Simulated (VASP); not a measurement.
Li, 1 atom in the cell. Symmetry: P6/mmm, No. 191, hexagonal system. Conventional cell: a = 2.946 Å, b = 2.946 Å, c = 2.753 Å, α = 90.00°, β = 90.00°, γ = 120.00°. Within 3.6 Å of Li (site symmetry 6/mmm) lie 8 Li at 2.75 to 2.95 Å. This isn't the form of Li at room conditions, which is bcc.

```yaml
Program: VASP 6.6.1
Task: relaxation of cell and atoms
Functional: r2SCAN
Potentials_or_basis: VASP PAW PBE potentials, release 64 (Li_sv)
Cutoff: 600 eV
k_mesh: 21 × 21 × 20
Occupations: gaussian, width 0.1 eV
Spin: no spin polarisation
Dipole_correction: no
Further_INCAR_settings: ALGO = Normal; EDIFF = 1e-06; IBRION = 2; EDIFFG = -0.01; NSW = 100; ISIF = 3
```

Potentials or basis: VASP PAW PBE potentials, release 64 (Li_sv).

Command:

```console
$ cat potpaw_PBE.64/Li_sv/POTCAR > POTCAR
$ cp INCAR.step1 INCAR
$ mpirun -np 1 vasp_std > vasp.out
$ cp INCAR.step2 INCAR
$ mpirun -np 1 vasp_std > vasp.out
```

Hardware: 1 thread of Intel(R) Xeon(R) 6975P-C (Granite Rapids) (shared host).

**Question.** Estimate the wall time of this run.

**Answer.** Wall time 4.1 min on 1 thread of Intel(R) Xeon(R) 6975P-C (Granite Rapids), on a shared host, peak memory 0.18 GiB. Counts: k points 528, ion steps 6.
